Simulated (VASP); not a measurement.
# Fe (Fmmm) in VASP: notebook

Fe is run at these levels: LDA; tasks: single point.

Program: VASP 6.6.1. These are calculated values, not measurements. Logs are shortened: lines on timing, memory, paths and dates and some standing lists are left out, and cuts for length are marked.

**1. The cell of the first run**

It takes space group Fmmm (No. 69, orthorhombic). The conventional cell has a = 3.400 Å, b = 3.452 Å, c = 3.710 Å, α = 90.00°, β = 90.00°, γ = 90.00°. Fe (site symmetry mmm) has 12 Fe at 2.42 to 2.53 Å within 3.2 Å.

**2. Single point, LDA, collinear spin, antiferromagnetic start**

INCAR reads:

```
ALGO     = Normal         # electronic algorithm
EDIFF    = 1E-7           # SCF threshold, eV
ENCUT    = 520            # plane-wave cutoff, eV
GGA      = CA             # functional
ISIF     = 2              # what is computed and relaxed
ISMEAR   = -1             # smearing method
ISPIN    = 2              # spin polarisation
LASPH    = True           # aspherical terms in the spheres
LCHARG   = False          # write CHGCAR
LMAXMIX  = 4              # l up to which the mixer works
LORBIT   = 11             # projections on sites
LREAL    = False          # projectors in reciprocal space
LWAVE    = False          # write WAVECAR
MAGMOM   = -1.4 1.4       # initial moments
NBANDS   = 19             # bands
NELM     = 150            # most SCF steps
NUPDOWN  = 0.0            # fixed moment
PREC     = Accurate       # precision mode
SIGMA    = 0.08           # smearing width, eV
```

KPOINTS reads:

```
k-points
0
Gamma
  13 13 9
```

POSCAR reads:

```
Fe
1.0
    1.7000753688     -1.7262356591      0.0000000000
    1.7000753688      1.7262356591      0.0000000000
    0.0000000000      0.0000000000      3.7097032485
Fe
2
Direct
    0.5000000000      0.5000000000      0.5000000000
    0.0000000000      0.0000000000      0.0000000000
```

Potentials or basis: VASP PAW LDA potentials, release 64 (Fe).

Run with:

```bash
cat potpaw_LDA.64/Fe/POTCAR > POTCAR
mpirun -np 1 vasp_std > vasp.out
```

OUTCAR:

```text
EDIFF = 1E-7
   ENCUT = 520
   GGA = CA
   ISIF = 2
   ISMEAR = -1
   ISPIN = 2
   LASPH = True
   LORBIT = 11
   LREAL = False
   NELM = 150
   NUPDOWN = 0.0
   PREC = Accurate

 ion  position               nearest neighbor table
   1  0.500  0.500  0.500-   2 2.52   2 2.52   2 2.52   2 2.52   2 2.53   2 2.53   2 2.53   2 2.53

   2  0.000  0.000  0.000-   1 2.52   1 2.52   1 2.52   1 2.52   1 2.53   1 2.53   1 2.53   1 2.53

  LATTYP: Found a base centered orthorhombic cell.
 ALAT       =     3.4001507376
 B/A-ratio  =     1.0153877239
 C/A-ratio  =     1.0910408199

  Lattice vectors:

 A1 = (   1.7000753688,  -1.7262356591,   0.0000000000)
 A2 = (   1.7000753688,   1.7262356591,   0.0000000000)
 A3 = (   0.0000000000,   0.0000000000,   3.7097032485)

Analysis of symmetry for initial positions (statically):
=====================================================================
 Subroutine PRICEL returns following result:

  LATTYP: Found a face centered orthorhombic cell.
 ALAT       =     3.4001507376
 B/A-ratio  =     1.0153877239
 C/A-ratio  =     1.0910408199

  Lattice vectors:

 A1 = (   0.0000000000,  -1.7262356591,  -1.8548516242)
 A2 = (   1.7000753688,   0.0000000000,  -1.8548516242)
 A3 = (   1.7000753688,  -1.7262356591,   0.0000000000)

   2 primitive cells build up your supercell.

 Routine SETGRP: Setting up the symmetry group for a
 base centered orthorhombic supercell.

 Subroutine GETGRP returns: Found  8 space group operations
 (whereof  8 operations were pure point group operations)
 out of a pool of  8 trial point group operations.

The static configuration has the point symmetry D_2h.

Analysis of symmetry for dynamics (positions and initial velocities):
=====================================================================
 Subroutine PRICEL returns following result:

  LATTYP: Found a face centered orthorhombic cell.
 ALAT       =     3.4001507376
 B/A-ratio  =     1.0153877239
 C/A-ratio  =     1.0910408199

  Lattice vectors:

 A1 = (   0.0000000000,  -1.7262356591,  -1.8548516242)
 A2 = (   1.7000753688,   0.0000000000,  -1.8548516242)
 A3 = (   1.7000753688,  -1.7262356591,   0.0000000000)

   2 primitive cells build up your supercell.

 Routine SETGRP: Setting up the symmetry group for a
 base centered orthorhombic supercell.

 Subroutine GETGRP returns: Found  8 space group operations
 (whereof  8 operations were pure point group operations)
 out of a pool of  8 trial point group operations.

The dynamic configuration has the point symmetry D_2h.

Analysis of structural, dynamic, and magnetic symmetry:
=====================================================================
 Subroutine PRICEL returns following result:

  LATTYP: Found a face centered orthorhombic cell.
 ALAT       =     3.4001507376
 B/A-ratio  =     1.0153877239
 C/A-ratio  =     1.0910408199

  Lattice vectors:

 A1 = (   0.0000000000,  -1.7262356591,  -1.8548516242)
 A2 = (   1.7000753688,   0.0000000000,  -1.8548516242)
 A3 = (   1.7000753688,  -1.7262356591,   0.0000000000)

   2 primitive cells build up your supercell.

 Routine SETGRP: Setting up the symmetry group for a
 base centered orthorhombic supercell.

 Subroutine GETGRP returns: Found  8 space group operations
 (whereof  8 operations were pure point group operations)
 out of a pool of  8 trial point group operations.

The overall configuration has the point symmetry D_2h.

 Subroutine INISYM returns: Found  8 space group operations
 (whereof  8 operations are pure point group operations),
 and found     2 'primitive' translations

----------------------------------------------------------------------------------------

                                     Primitive cell

  volume of cell :      10.8870

  direct lattice vectors                    reciprocal lattice vectors
     0.000000000 -1.726235659 -1.854851624    -0.294104608 -0.289647591 -0.269563341
     1.700075369  0.000000000 -1.854851624     0.294104608  0.289647591 -0.269563341
     1.700075369 -1.726235659  0.000000000     0.294104608 -0.289647591  0.269563341

  length of vectors
     2.533843740  2.516094356  2.422838379     0.493008765  0.493008765  0.493008765

  position of ions in fractional coordinates (direct lattice)
     0.000000000  0.000000000  0.000000000

  ion indices of the primitive-cell ions
   primitive index   ion index
                 1           1

----------------------------------------------------------------------------------------

 KPOINTS: k-points

Automatic generation of k-mesh.
 Grid dimensions read from file:
 generate k-points for:   13   13    9

 Generating k-lattice:

  Cartesian coordinates                     Fractional coordinates (reciprocal lattice)
     0.022623431 -0.022280584  0.000000000     0.076923077  0.000000000  0.000000000
     0.022623431  0.022280584  0.000000000     0.000000000  0.076923077  0.000000000
     0.000000000  0.000000000  0.029951482     0.000000000  0.000000000  0.111111111

  Length of vectors
     0.031752859  0.031752859  0.029951482

  Shift w.r.t. Gamma in fractional coordinates (k-lattice)
     0.000000000  0.000000000  0.000000000

 Subroutine IBZKPT returns following result:
 ===========================================

 Found    245 irreducible k-points:

 Following reciprocal coordinates:
            Coordinates               Weight
  0.000000  0.000000  0.000000      1.000000
  0.076923  0.000000  0.000000      4.000000
  0.153846  0.000000  0.000000      4.000000
  0.230769  0.000000  0.000000      4.000000
  0.307692  0.000000  0.000000      4.000000
  0.384615  0.000000  0.000000      4.000000
[... 16 lines left out ...]
  0.384615  0.153846  0.000000      4.000000
  0.461538  0.153846  0.000000      4.000000
 [... further k-points ...]
   k-points           NKPTS =    245   k-points in BZ     NKDIM =    245   number of bands    NBANDS=     19
   number of dos      NEDOS =    301   number of ions     NIONS =      2
   total plane-waves  NPLWV =   9072
   dimension x,y,z NGX =    18 NGY =   18 NGZ =   28
   dimension x,y,z NGXF=    36 NGYF=   36 NGZF=   56
   ions per type =               2
   NGX,Y,Z   is equivalent  to a cutoff of  12.35, 12.35, 12.55 a.u.
   NGXF,Y,Z  is equivalent  to a cutoff of  24.70, 24.70, 25.10 a.u.
 SYSTEM =  unknown system
   PREC   = accura    normal or accurate (medium, high low for compatibility)
   ISTART =      0    job   : 0-new  1-cont  2-samecut
   ICHARG =      2    charge: 1-file 2-atom 10-const
   ISPIN  =      2    spin polarized calculation?
   LNONCOLLINEAR =      F non collinear calculations
   LSORBIT =      F    spin-orbit coupling
   LASPH  =      T    aspherical Exc in radial PAW
   ENCUT  =  520.0 eV  38.22 Ry    6.18 a.u.   4.50  4.50  6.90*2*pi/ulx,y,z
   NELM   =    150;   NELMIN=  2; NELMDL= -5     # of ELM steps
   EDIFF  = 0.1E-06   stopping-criterion for ELM
   LREAL  =      F    real-space projection
   EDIFFG = 0.1E-05   stopping-criterion for IOM
   NSW    =      0    number of steps for IOM
   IBRION =     -1    ionic relax: 0-MD 1-quasi-New 2-CG
   NFREE  =      0    steps in history (QN), initial steepest desc. (CG)
   ISIF   =      2    stress and relaxation
   ISYM   =      2    0-nonsym 1-usesym 2-fastsym
   POTIM  = 0.5000    time-step for ionic-motion
   TEBEG  =    0.0;   TEEND  =   0.0 temperature during run
   PSTRESS=    0.0 pullay stress
   NELECT =      16.0000    total number of electrons
   NUPDOWN=       0.0000    fix difference up-down
   EMIN   =  10.00;   EMAX   =-10.00  energy-range for DOS
   EFERMI =   0.00;   METHOD = LEGACY
   ISMEAR =    -1;   SIGMA  =   0.08  broadening in eV -4-tet -1-fermi 0-gaus
   EFERMI_NEDOS =   21; number of points for ismear=-14 and -15
   IALGO  =     38    algorithm
   IMIX   =      4    mixing-type and parameters
     AMIX     =   0.40;   BMIX     =  1.00
     AMIX_MAG =   1.60;   BMIX_MAG =  1.00
  volume/ion in A,a.u.               =      10.89        73.47
  Fermi-wavevector in a.u.,A,eV,Ry     =   1.477301  2.791694 29.693606  2.182418
  Thomas-Fermi vector in A             =   2.591722
   LORBIT       =     11    0 simple, 1 ext, 2 COOP (PROOUT), +10 PAW based schemes
   GGA     = CA    functional components
   LHFCALC =     F    Hartree Fock is set to
   AEXX    =    0.0000 exact exchange contribution
   IVDW    =     0    specifies the selected vdW correction
   LEPSILON=     F    determine dielectric tensor
   LRPA    =     F    only Hartree local field effects (RPA)
 spin polarized calculation
  energy-cutoff  :      520.00
  volume of cell :       21.77
 maximum number of plane-waves:       606
 NGX is ok and might be reduce to    18
   NGX =  9   NGY =  9   NGZ = 13

 number of electron      16.0000016 magnetization      -0.0000000

 number of electron      16.0000016 magnetization       0.0000000

 Free energy of the ion-electron system (eV)
  ---------------------------------------------------
  ext. energy  EPLUGINS =         0.00000000
  ---------------------------------------------------
  free energy    TOTEN  =       -18.41808419 eV

  energy without entropy =      -18.35767072  energy(sigma->0) =      -18.38787746

 E-fermi :   6.1702     XC(G=0): -13.6816

 val. band max:        6.1642994731   @ k =  -0.2308   0.2308   0.0000
 cond. band min:       6.1704315904   @ k =   0.3077   0.3077   0.2222
 fundamental gap:      0.0061321173
 Fermi energy:         6.1701861644

 spin component 1

 k-point     1 :       0.0000    0.0000    0.0000
  band No.  band energies     occupation
      1      -2.4591      1.00000
      2       1.4017      1.00000
      3       2.1397      1.00000
      4       4.2102      1.00000
      5       4.5701      1.00000
      6       4.6584      1.00000
[... 505 lines left out ...]
      6       4.3089      1.00000
[... 11 lines left out ...]
     18      26.6052      0.00000
     19      32.2021      0.00000

 [... further k-points ...]

 spin component 2

 k-point     1 :       0.0000    0.0000    0.0000
  band No.  band energies     occupation
      1      -2.4591      1.00000
      2       1.4017      1.00000
      3       2.1397      1.00000
      4       4.2102      1.00000
      5       4.5701      1.00000
      6       4.6584      1.00000
[... 505 lines left out ...]
      6       4.3089      1.00000
[... 11 lines left out ...]
     18      26.6052      0.00000
     19      32.2021      0.00000

 [... further k-points ...]
[... 5 lines left out ...]
  --------------------------------------------------------------------------------------
  -------------------------------------------------------------------------------------
  Total       -2.7557515     -2.9740274     -3.8660959     -0.0000000      0.0000000      0.0000000
  in kB     -202.7744409   -218.8356752   -284.4760965     -0.0000000      0.0000000      0.0000000
  external PRESSURE =    -235.3620709 kB  Pullay stress =       0.0000000 kB

 VOLUME and BASIS-vectors are now :
 -----------------------------------------------------------------------------
  energy-cutoff  :      520.00
  volume of cell :       21.77
      direct lattice vectors                 reciprocal lattice vectors
     1.700075369 -1.726235659  0.000000000     0.294104608 -0.289647591  0.000000000
     1.700075369  1.726235659  0.000000000     0.294104608  0.289647591  0.000000000
     0.000000000  0.000000000  3.709703248     0.000000000  0.000000000  0.269563341

 POSITION                                       TOTAL-FORCE (eV/Angst)
 -----------------------------------------------------------------------------------
      1.70008      0.00000      1.85485        -0.000000      0.000000      0.000000
      0.00000      0.00000      0.00000         0.000000     -0.000000     -0.000000
 -----------------------------------------------------------------------------------
    total drift:                               -0.000000     -0.000000     -0.000000

  FREE ENERGIE OF THE ION-ELECTRON SYSTEM (eV)
  ---------------------------------------------------
  free  energy   TOTEN  =       -18.4180841897 eV

  energy  without entropy=      -18.3576707223  energy(sigma->0) =      -18.38787746

 total charge

# of ion       s       p       d       tot
------------------------------------------
    1        0.510   0.577   6.276   7.363
    2        0.510   0.577   6.276   7.363
--------------------------------------------------
tot          1.020   1.154  12.552  14.726

 magnetization (x)

# of ion       s       p       d       tot
------------------------------------------
    1       -0.012  -0.029  -1.283  -1.324
    2        0.012   0.029   1.283   1.324
--------------------------------------------------
tot          0.000   0.000   0.000   0.000
```

Run time: 1.9 min. Hardware: 1 thread of AMD EPYC 7R13 (Zen 3), shared host; peak memory 0.21 GiB.

Results:

* Free energy: -18.4181 eV
* Pressure: -23.5 GPa
* Net moment: 0.00 μB per cell
* Site moments: Fe -1.32, +1.32 μB
* Valence electrons inside the program's atomic spheres: Fe 7.36

Stress tensor (GPa, compression positive):
```
-20.28   0.00   0.00
  0.00 -21.88   0.00
  0.00   0.00 -28.45
```

Caveat: the stress differs along the axes, from -28 to -20 GPa; the total moment is fixed, so each spin has its own Fermi level.

**3. Single point, LDA, collinear spin, ferrimagnetic start**

INCAR reads:

```
SYSTEM = Fe
ALGO = Normal
EDIFF = 1E-6
ENCUT = 600
GGA = CA
GGA_COMPAT = .False.
ISIF = 2
ISMEAR = -1
ISPIN = 2
LASPH = .True.
LCHARG = .False.
LMAXMIX = 4
LORBIT = 11
LREAL = .False.
LWAVE = .False.
MAGMOM = -1.2 1.6
NBANDS = 19
NELM = 200
NUPDOWN = 0.4
PREC = Accurate
SIGMA = 0.08
```

KPOINTS reads:

```
k-points
0
Gamma
  13 13 9
  0 0 0
```

POSCAR is that of step 2.

Potentials or basis: VASP PAW LDA potentials, release 64 (Fe).

Run with:

```bash
cat potpaw_LDA.64/Fe/POTCAR > POTCAR
mpirun -np 1 vasp_std > vasp.out
```

Wall time 2.3 min (1 thread of Oxide Virtual Turin-like, shared host); peak memory 0.23 GiB.

Results (log left out):

```yaml
Free_energy: -18.4063 eV
Pressure: -23.7 GPa
Net_moment: 0.40 μB per cell
Site_moments: Fe -1.09, +1.49 μB
Valence_electrons_inside_the_program's_atomic_spheres: Fe 7.37, 7.36
```

Stress tensor (GPa, compression positive):
```
-20.08   0.00   0.00
  0.00 -21.79   0.00
  0.00   0.00 -29.18
```

Caveat: the stress differs along the axes, from -29 to -20 GPa; the total moment is fixed, so each spin has its own Fermi level and the state may be an excited one.

**4. Single point, LDA, collinear spin, ferrimagnetic start**

INCAR reads:

```
  PREC = Accurate
  ENCUT = 600
  EDIFF = 1E-6
  ISMEAR = -1
  SIGMA = 0.08
  LREAL = False
  LASPH = True
  NELM = 200
  ALGO = Normal
  ISIF = 2
  LWAVE = False
  LCHARG = False
  ISPIN = 2
  MAGMOM = -1.2 1.6
  LORBIT = 11
  NUPDOWN = 0.4
  LMAXMIX = 4
  NBANDS = 19
  GGA_COMPAT = False
```

KPOINTS reads:

```
regular mesh
0
Gamma
  13 13 9
```

POSCAR is that of step 3.

Potentials or basis: VASP PAW LDA potentials, release 64 (Fe).

Run with:

```bash
cat potpaw_LDA.64/Fe/POTCAR > POTCAR
mpirun -np 1 vasp_std > vasp.out
```

OUTCAR:

```text
PREC = Accurate
   ENCUT = 600
   EDIFF = 1E-6
   ISMEAR = -1
   LREAL = False
   LASPH = True
   NELM = 200
   ISIF = 2
   ISPIN = 2
   LORBIT = 11
   NUPDOWN = 0.4

 ion  position               nearest neighbor table
   1  0.500  0.500  0.500-   2 2.52   2 2.52   2 2.52   2 2.52   2 2.53   2 2.53   2 2.53   2 2.53

   2  0.000  0.000  0.000-   1 2.52   1 2.52   1 2.52   1 2.52   1 2.53   1 2.53   1 2.53   1 2.53

  LATTYP: Found a base centered orthorhombic cell.
 ALAT       =     3.4001507376
 B/A-ratio  =     1.0153877239
 C/A-ratio  =     1.0910408199

  Lattice vectors:

 A1 = (   1.7000753688,  -1.7262356591,   0.0000000000)
 A2 = (   1.7000753688,   1.7262356591,   0.0000000000)
 A3 = (   0.0000000000,   0.0000000000,   3.7097032485)

Analysis of symmetry for initial positions (statically):
=====================================================================
 Subroutine PRICEL returns following result:

  LATTYP: Found a face centered orthorhombic cell.
 ALAT       =     3.4001507376
[... 741 lines left out ...]

 [... further k-points ...]

 spin component 2

 k-point     1 :       0.0000    0.0000    0.0000
  band No.  band energies     occupation
      1      -2.4383      1.00000
      2       1.4903      1.00000
      3       2.2296      1.00000
      4       4.2762      1.00000
      5       4.6687      1.00000
      6       4.7587      1.00000
[... 517 lines left out ...]
     18      26.6387      0.00000
     19      32.2272      0.00000

 [... further k-points ...]
[... 5 lines left out ...]
  --------------------------------------------------------------------------------------
  -------------------------------------------------------------------------------------
  Total       -2.7292631     -2.9611387     -3.9653647      0.0000000      0.0000000      0.0000000
  in kB     -200.8253654   -217.8872931   -291.7805222      0.0000000      0.0000000      0.0000000
  external PRESSURE =    -236.8310602 kB  Pullay stress =       0.0000000 kB

 VOLUME and BASIS-vectors are now :
 -----------------------------------------------------------------------------
  energy-cutoff  :      600.00
  volume of cell :       21.77
      direct lattice vectors                 reciprocal lattice vectors
     1.700075369 -1.726235659  0.000000000     0.294104608 -0.289647591  0.000000000
     1.700075369  1.726235659  0.000000000     0.294104608  0.289647591  0.000000000
     0.000000000  0.000000000  3.709703248     0.000000000  0.000000000  0.269563341

 POSITION                                       TOTAL-FORCE (eV/Angst)
 -----------------------------------------------------------------------------------
      1.70008      0.00000      1.85485        -0.000000      0.000000      0.000000
      0.00000      0.00000      0.00000         0.000000     -0.000000      0.000000
 -----------------------------------------------------------------------------------
    total drift:                                0.000000      0.000000      0.000000

  FREE ENERGIE OF THE ION-ELECTRON SYSTEM (eV)
  ---------------------------------------------------
  free  energy   TOTEN  =       -18.4062924319 eV

  energy  without entropy=      -18.3437054788  energy(sigma->0) =      -18.37499896

 total charge

# of ion       s       p       d       tot
------------------------------------------
    1        0.509   0.574   6.288   7.371
    2        0.510   0.579   6.267   7.356
--------------------------------------------------
tot          1.020   1.153  12.555  14.728

 magnetization (x)

# of ion       s       p       d       tot
------------------------------------------
    1       -0.013  -0.028  -1.051  -1.092
    2        0.011   0.028   1.446   1.485
--------------------------------------------------
tot         -0.002  -0.000   0.394   0.392
```

stdout:

```text
POSCAR found type information on POSCAR Fe
 POSCAR found :  1 types and       2 ions
 scaLAPACK will be used
 LDA part: xc-table for (Slater(with rela. corr.)+CA(PZ))
 , standard interpolation
 POSCAR, INCAR and KPOINTS ok, starting setup
 FFT: planning ... GRIDC
 FFT: planning ... GRID_SOFT
 FFT: planning ... GRID
 WAVECAR not read
 entering main loop
```

Wall time 2.4 min (1 thread of Oxide Virtual Turin-like, shared host); peak memory 0.23 GiB.

What came out:

```yaml
Free_energy: -18.4063 eV
Pressure: -23.7 GPa
Net_moment: 0.40 μB per cell
Site_moments: Fe -1.09, +1.49 μB
Valence_electrons_inside_the_program's_atomic_spheres: Fe 7.37, 7.36
```

Caveat: the stress differs along the axes, from -29 to -20 GPa; the total moment is fixed, so each spin has its own Fermi level and the state may be an excited one.

(Continued in part 2 of 2.)
